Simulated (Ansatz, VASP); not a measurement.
# HfC: VASP beside Ansatz

Contents of INCAR:

```
PREC     = Accurate       # precision mode
ENCUT    = 520            # plane-wave cutoff, eV
EDIFF    = 1E-6           # SCF threshold, eV
ISMEAR   = 0              # smearing method
SIGMA    = 0.05           # smearing width, eV
LREAL    = False          # projectors in reciprocal space
LASPH    = True           # aspherical terms in the spheres
NELM     = 150            # most SCF steps
ALGO     = Normal         # electronic algorithm
ISIF     = 2              # what is computed and relaxed
LWAVE    = False          # write WAVECAR
LCHARG   = False          # write CHGCAR
LMAXMIX  = 4              # l up to which the mixer works
LDAU     = True           # DFT+U
LDAUTYPE = 2            
LDAUL    = 2 -1           # shell
LDAUU    = 1 0            # U, eV
LDAUJ    = 0 0          
LDAUPRINT= 1            
GGA      = PE             # functional
NBANDS   = 14             # bands
```

Contents of KPOINTS:

```
regular mesh
0
Gamma
  12 12 12
```

Contents of POSCAR:

```
HfC
1.0
    2.9008889300      0.0000000000      0.0000000000
    0.0000000000      2.9008889300      0.0000000000
    0.0000000000      0.0000000000      2.9008889300
Hf C
1 1
Direct
    0.0000000000      0.0000000000      0.0000000000
    0.5000000000      0.5000000000      0.5000000000
```

Input for Ansatz:

```yaml
crystal:
  lattice:
    - [2.90088893, 0.0, 0.0]
    - [0.0, 2.90088893, 0.0]
    - [0.0, 0.0, 2.90088893]
  atoms:
    - { symbol: Hf, position: [0.0, 0.0, 0.0] }
    - { symbol: C, position: [0.5, 0.5, 0.5] }
basis:
  ecutwfc: "700 eV"
  ecutrho_ratio: 4
kpoints:
  mp_grid: { grid: [12, 12, 12] }
hamiltonian:
  xc: pbe
  hubbard: { sites: [{ species: Hf, l: d, u_eff: 1.0 }], double_counting: fll }
scf:
  occupations: { method: gaussian, width: 0.05 }
output:
  forces: true
  stress: true
  write_density: true
  write_potential: true
  elf: true
  volumetric_format: npy
```

Alike in both runs: task single point; functional PBE; k mesh 12 × 12 × 12; occupations gaussian, width 0.05 eV; no spin polarisation; Hubbard terms Hf d U = 1.0 eV.

|  | VASP | Ansatz |
| --- | --- | --- |
| version | VASP 6.6.1 | Ansatz 0.2.0 |
| potentials or method | VASP PAW PBE potentials, release 64 (Hf_pv, C), cutoff 520 eV | scalar-relativistic, plane waves, PAW |
| valence electrons in the cell | 14 | 30 |

|  | VASP | Ansatz | Ansatz less VASP |
| --- | --- | --- | --- |
| gap on the k mesh at the Fermi level (eV) | none | none | - |
| pressure (GPa) | 2.1 | 1.5 | -0.66 |

The programs project onto different local orbitals, so the same U acts differently, and such runs can settle in different states. A gap of «none» marks a metal or a gap that the smearing closes. VASP's potentials hold 14 valence electrons a cell and Ansatz's 30, so a difference there can come from the potentials and not from the codes. Ansatz's warnings: filled band counts differ across k points.

Neither program's run includes spin-orbit coupling.
